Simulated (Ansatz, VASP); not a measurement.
**Two plane-wave programs on C**

```xyz
3
Lattice="5.6283 0.0000 0.0000 -2.8142 4.8743 0.0000 0.0000 0.0000 1.2783" Properties=species:S:1:pos:R:3 pbc="T T T"
C     0.0000    0.0000    0.0000
C     0.0000    3.2495    0.6392
C     2.8142    1.6248    0.6392
```

Alike in both runs: functional r2SCAN; k mesh 6 × 6 × 12; occupations gaussian, width 0.1 eV; no spin polarisation.

Ansatz relaxed the structure, and its values are those at the end. VASP's run is a single point on that final structure, the one shown.

```csv
,VASP,Ansatz
version,VASP 6.6.1,Ansatz 0.2.0
potentials or method,"VASP PAW PBE potentials, release 64 (C), cutoff 520 eV","scalar-relativistic, plane waves, PAW"
valence electrons in the cell,12,12
```

|  | VASP | Ansatz | Ansatz less VASP |
| --- | --- | --- | --- |
| gap on the k mesh at the Fermi level (eV) | none | none | - |
| pressure (GPa) | -0.2 | -0.2 | +0.01 |

VASP's potentials were made for PBE, not for r2SCAN. A gap of «none» marks a metal or a gap that the smearing closes.

The k mesh is coarse, so the values compare programs but aren't converged.
